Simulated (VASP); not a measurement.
# Ga (P6_3/mmc) in VASP: a series of runs, part 2 of 2

VASP 6.6.1.

## Step 5: Single point, PBE

This run uses another cell than the first one, of 18.97 Å³/atom, 0.962 times its volume.

INCAR

```
SYSTEM = Ga
PREC = Accurate
ENCUT = 520
EDIFF = 1E-7
ISMEAR = -1
SIGMA = 0.1
LREAL = .FALSE.
LASPH = .TRUE.
NELM = 80
ALGO = Normal
ISIF = 2
LWAVE = .FALSE.
LCHARG = .FALSE.
GGA = PE
NBANDS = 34
```

KPOINTS

```
regular mesh
0
G
  16 16 5
  0 0 0
```

POSCAR

```
Ga
1.0
    2.9940568641      0.0000000000      0.0000000000
   -1.4970284321      2.5929293047      0.0000000000
    0.0000000000      0.0000000000      9.7757529429
Ga
4
Direct
    1.0000000000      0.0000000000      1.0000000000
    1.0000000000      0.0000000000      0.5000000000
    0.3333333333      0.6666666667      0.2500000000
    0.6666666667      0.3333333333      0.7500000000
```

Potentials or basis: VASP PAW PBE potentials, release 64 (Ga_d).

Started as:

```sh
cat potpaw_PBE.64/Ga_d/POTCAR > POTCAR
mpirun -np 1 vasp_std > vasp.out
```

OUTCAR:

```text
SYSTEM = Ga
   PREC = Accurate
   ENCUT = 520
   EDIFF = 1E-7
   ISMEAR = -1
   LREAL = .FALSE.
   LASPH = .TRUE.
   NELM = 80
   ISIF = 2
   GGA = PE

 ion  position               nearest neighbor table
   1  0.000  0.000  0.000-
   2  0.000  0.000  0.500-
   3  0.333  0.667  0.250-
   4  0.667  0.333  0.750-

  LATTYP: Found a hexagonal cell.
 ALAT       =     2.9940568641
 C/A-ratio  =     3.2650525313

  Lattice vectors:

 A1 = (   2.9940568641,   0.0000000000,   0.0000000000)
 A2 = (  -1.4970284321,   2.5929293047,   0.0000000000)
 A3 = (   0.0000000000,   0.0000000000,   9.7757529429)

Analysis of symmetry for initial positions (statically):
=====================================================================
 Subroutine PRICEL returns:
 Original cell was already a primitive cell.

 Routine SETGRP: Setting up the symmetry group for a
 hexagonal supercell.

 Subroutine GETGRP returns: Found 24 space group operations
 (whereof 12 operations were pure point group operations)
 out of a pool of 24 trial point group operations.

The static configuration has the point symmetry D_3d.
 The point group associated with its full space group is D_6h.

Analysis of symmetry for dynamics (positions and initial velocities):
=====================================================================
 Subroutine PRICEL returns:
 Original cell was already a primitive cell.

 Routine SETGRP: Setting up the symmetry group for a
 hexagonal supercell.

 Subroutine GETGRP returns: Found 24 space group operations
 (whereof 12 operations were pure point group operations)
 out of a pool of 24 trial point group operations.

[... 117 lines left out ...]
   NUPDOWN=      -1.0000    fix difference up-down
   EMIN   =  10.00;   EMAX   =-10.00  energy-range for DOS
   EFERMI =   0.00;   METHOD = LEGACY
   ISMEAR =    -1;   SIGMA  =   0.10  broadening in eV -4-tet -1-fermi 0-gaus
   EFERMI_NEDOS =   21; number of points for ismear=-14 and -15
   IALGO  =     38    algorithm
   IMIX   =      4    mixing-type and parameters
     AMIX     =   0.40;   BMIX     =  1.00
     AMIX_MAG =   1.60;   BMIX_MAG =  1.00
  volume/ion in A,a.u.               =      18.97       128.04
  Fermi-wavevector in a.u.,A,eV,Ry     =   1.443252  2.727352 28.340631  2.082978
  Thomas-Fermi vector in A             =   2.561681
   LORBIT       =      0    0 simple, 1 ext, 2 COOP (PROOUT), +10 PAW based schemes
   GGA     = PE    functional components
   LHFCALC =     F    Hartree Fock is set to
   AEXX    =    0.0000 exact exchange contribution
   IVDW    =     0    specifies the selected vdW correction
   LEPSILON=     F    determine dielectric tensor
   LRPA    =     F    only Hartree local field effects (RPA)
 non-spin polarized calculation
  energy-cutoff  :      520.00
  volume of cell :       75.89
 maximum number of plane-waves:      2082
 NGX is ok and might be reduce to    24
   NGX = 11   NGY = 11   NGZ = 37

 number of electron      52.0000008 magnetization

 Free energy of the ion-electron system (eV)
  ---------------------------------------------------
  ext. energy  EPLUGINS =         0.00000000
  ---------------------------------------------------
  free energy    TOTEN  =       -11.56743689 eV

  energy without entropy =      -11.51597874  energy(sigma->0) =      -11.54170782

 E-fermi :   5.5225     XC(G=0): -10.9929

 val. band max:        5.5184761258   @ k =   0.2500   0.1875   0.4000
 cond. band min:       5.5396547809   @ k =   0.3750   0.1875   0.4000
 fundamental gap:      0.0211786550
 Fermi energy:         5.5225069026

 k-point     1 :       0.0000    0.0000    0.0000
  band No.  band energies     occupation
      1      -9.4668      2.00000
      2      -9.4295      2.00000
      3      -9.4103      2.00000
      4      -9.3952      2.00000
      5      -9.3952      2.00000
      6      -9.3908      2.00000
[... 877 lines left out ...]
     33      11.3649      0.00000
     34      12.0289      0.00000

 [... further k-points ...]

------------------------ aborting loop because EDIFF is reached ----------------------------------------

  FORCE on cell =-STRESS in cart. coord.  units (eV):
  Direction    XX          YY          ZZ          XY          YZ          ZX
  --------------------------------------------------------------------------------------
  -------------------------------------------------------------------------------------
  Total        0.0745943      0.0745943     -0.0001228     -0.0000000      0.0000000      0.0000000
  in kB        1.5747625      1.5747625     -0.0025932     -0.0000000      0.0000000      0.0000000
  external PRESSURE =       1.0489773 kB  Pullay stress =       0.0000000 kB

 VOLUME and BASIS-vectors are now :
 -----------------------------------------------------------------------------
  energy-cutoff  :      520.00
  volume of cell :       75.89
      direct lattice vectors                 reciprocal lattice vectors
     2.994056864  0.000000000  0.000000000     0.333994993  0.192832099  0.000000000
    -1.497028432  2.592929305  0.000000000     0.000000000  0.385664198  0.000000000
     0.000000000  0.000000000  9.775752943     0.000000000  0.000000000  0.102293911

 POSITION                                       TOTAL-FORCE (eV/Angst)
 -----------------------------------------------------------------------------------
      0.00000      0.00000      0.00000         0.000000      0.000000      0.000000
      0.00000      0.00000      4.88788         0.000000      0.000000      0.000000
     -0.00000      1.72862      2.44394        -0.000000      0.000000     -0.000000
      1.49703      0.86431      7.33181         0.000000     -0.000000      0.000000
 -----------------------------------------------------------------------------------
    total drift:                               -0.000000      0.000000     -0.000000

  FREE ENERGIE OF THE ION-ELECTRON SYSTEM (eV)
  ---------------------------------------------------
  free  energy   TOTEN  =       -11.5674368898 eV

  energy  without entropy=      -11.5159787424  energy(sigma->0) =      -11.54170782
```

Wall time 3.3 min (1 thread of Intel Xeon Platinum 8259CL at 2.50GHz (Skylake/Cascade Lake), shared host); peak memory 0.31 GiB.

Results:

```yaml
Free_energy: -11.5674 eV
Pressure: 0.1 GPa
Band_gap_on_the_k_mesh: zero (band 26 reaches 9.62 eV, above the bottom of band 27 at 4.16 eV)
```

Levels at points of the mesh, in eV from the Fermi level:
| k point | band 24 | band 25 | band 26 | band 27 | band 28 | band 29 |
| --- | --- | --- | --- | --- | --- | --- |
| (0.00, 0.00, 0.00) | -4.96 | -3.95 | 3.57 | 3.58 | 9.69 | 9.69 |
| (0.50, 0.00, 0.00) | -3.55 | -3.48 | -3.27 | 0.44 | 0.55 | 1.52 |

## Step 6: Summary

| cell | k mesh | gap on the mesh (eV) | pressure (GPa) |
| --- | --- | --- | --- |
| a = 3.033, b = 3.033, c = 9.904 Å, angles 90.0, 90.0, 120.0°, 4 atoms | 14 × 14 × 4 | none | -1.6 |
| a = 3.072, b = 3.072, c = 10.030 Å, angles 90.0, 90.0, 120.0°, 4 atoms | 14 × 14 × 4 | none | -3.0 |
| a = 3.109, b = 3.109, c = 10.152 Å, angles 90.0, 90.0, 120.0°, 4 atoms | 14 × 14 × 4 | none | -4.1 |
| a = 2.994, b = 2.994, c = 9.776 Å, angles 90.0, 90.0, 120.0°, 4 atoms | 16 × 16 × 5 | none | 0.1 |

Alike in all rows: task single point; level PBE; potentials or basis VASP PAW PBE potentials, release 64 (Ga_d); no spin polarisation; cutoff (eV) 520; smearing fermi-dirac 0.1 eV.

Absolute energies hang on the potentials; compare differences alone.
